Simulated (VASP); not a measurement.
A run of VASP 6.6.1:

File INCAR:

```
SYSTEM = Br
  PREC = Accurate
  ENCUT = 520
  EDIFF = 1E-6
  ISMEAR = 0
  SIGMA = 0.1
  LREAL = .FALSE.
  LASPH = .TRUE.
  NELM = 80
  ALGO = Fast
  ISIF = 2
  LWAVE = .FALSE.
  LCHARG = .FALSE.
  GGA = PE
  NBANDS = 38
```

Contents of KPOINTS:

```
Automatic mesh
0
G
  6 6 6
  0 0 0
```

Contents of POSCAR:

```
Br
1.0
   -4.1225383645      4.1225383645      4.1225383645
    4.1225383645     -4.1225383645      4.1225383645
    4.1225383645      4.1225383645     -4.1225383645
Br
8
Direct
    0.2500000000      0.2500000000      0.2500000000
    0.5000000000      0.0000000000      0.2500000000
    0.2500000000      0.5000000000      0.0000000000
    0.0000000000      0.2500000000      0.5000000000
    0.7500000000      0.7500000000      0.7500000000
    0.5000000000      0.0000000000      0.7500000000
    0.7500000000      0.5000000000      0.0000000000
    0.0000000000      0.7500000000      0.5000000000
```

Potentials or basis: VASP PAW PBE potentials, release 64 (Br).

Command:

```console
$ cat potpaw_PBE.64/Br/POTCAR > POTCAR
$ mpirun -np 1 vasp_std > vasp.out
```

Hardware: 1 thread of Oxide Virtual Turin-like Processor, with other jobs on the host.

Q: Estimate the wall time of this run.

A: Run time: 2.8 min on 1 thread of Oxide Virtual Turin-like Processor, with other jobs on the host, peak memory 0.38 GiB. Counts: scf iterations 15, k points 16.
